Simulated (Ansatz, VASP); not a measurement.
Lu: VASP beside Ansatz

INCAR

```
PREC = Accurate ; ENCUT = 520
EDIFF = 1E-6 ; ISMEAR = 1
SIGMA = 1.0 ; LREAL = F
LASPH = T ; NELM = 80
ALGO = Normal ; ISIF = 2
LWAVE = F ; LCHARG = T
GGA = PE ; LELF = T
LVHAR = T ; NBANDS = 32
```

KPOINTS

```
Automatic mesh
0
Gamma
  10 10 6
```

POSCAR

```
Lu
1.0
    3.5070808964      0.0000000000      0.0000000000
   -1.7535404482      3.0372211494      0.0000000000
    0.0000000000      0.0000000000      5.4772888711
Lu
2
Direct
    0.3333333333      0.6666666667      0.2500000000
    0.6666666667      0.3333333333      0.7500000000
```

Input for Ansatz:

```yaml
crystal:
  lattice:
    - [3.5070808964, 0.0, 0.0]
    - [-1.7535404482, 3.0372211494, 0.0]
    - [0.0, 0.0, 5.4772888711]
  atoms:
    - { symbol: Lu, position: [0.3333333333, 0.6666666667, 0.25] }
    - { symbol: Lu, position: [0.6666666667, 0.3333333333, 0.75] }
hamiltonian:
  xc: pbe
  pseudopotentials:
    kind: paw
    azcp:
      Lu: "pseudopotentials/Lu.paw.azcp"
basis:
  ecutwfc: 420
  fft_grid_basis: typed
kpoints:
  mp_grid: { grid: [10, 10, 6], shift: [0, 0, 0] }
magnetization:
  spin_polarized: false
scf:
  occupations: { method: methfessel_paxton, width: 1.0 }
  lower_state_search: "off"
output:
  stress: true
```

Alike in both runs: task single point; functional PBE; k mesh 10 × 10 × 6; occupations methfessel-paxton of order 1, width 1 eV; no spin polarisation.

|  | VASP | Ansatz |
| --- | --- | --- |
| version | VASP 6.6.1 | Ansatz 0.2.0 |
| potentials or method | VASP PAW PBE potentials, release 64 (Lu), cutoff 520 eV | plane waves (420 eV) with PAW, scalar-relativistic |
| valence electrons in the cell | 50 | 50 |

Ansatz gave:

| Item | Value |
| --- | --- |
| pressure (GPa) | 0.2 |
| traceless stress, the component that is largest in VASP (GPa) | 0.32 |

Task: Which values does VASP return?

Result: Pressure (GPa): 0.5; traceless stress, the component that is largest in VASP (GPa): 0.33.

With one functional, cell and mesh, what is left measures potentials, basis and numerics.

Spin-orbit coupling is off throughout.
